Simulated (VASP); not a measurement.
A run of VASP 6.6.1 is set up as follows.

Contents of INCAR:

```
SYSTEM = Mo
  PREC = Accurate
  ENCUT = 520
  EDIFF = 1E-6
  ISMEAR = -1
  SIGMA = 0.01
  LREAL = .False.
  LASPH = .True.
  NELM = 60
  ALGO = Normal
  ISIF = 2
  LWAVE = .False.
  LCHARG = .False.
  GGA = PE
  NBANDS = 13
```

Contents of KPOINTS:

```
Automatic mesh
0
Gamma
  14 14 14
  0 0 0
```

File POSCAR:

```
Mo
1.0
   -1.5813793950      1.5813793950      1.5813793950
    1.5813793950     -1.5813793950      1.5813793950
    1.5813793950      1.5813793950     -1.5813793950
Mo
1
Direct
    0.0000000000      0.0000000000      0.0000000000
```

Potentials or basis: VASP PAW PBE potentials, release 64 (Mo_sv).

Command:

```console
$ cat potpaw_PBE.64/Mo_sv/POTCAR > POTCAR
$ mpirun -np 1 vasp_std > vasp.out
```

Task: Estimate the band gap on the k mesh.

Result: Zero (band 7 reaches 16.30 eV, above the bottom of band 8 at 11.05 eV).

Task: What does it give for the pressure?

Result: 0.7 GPa.
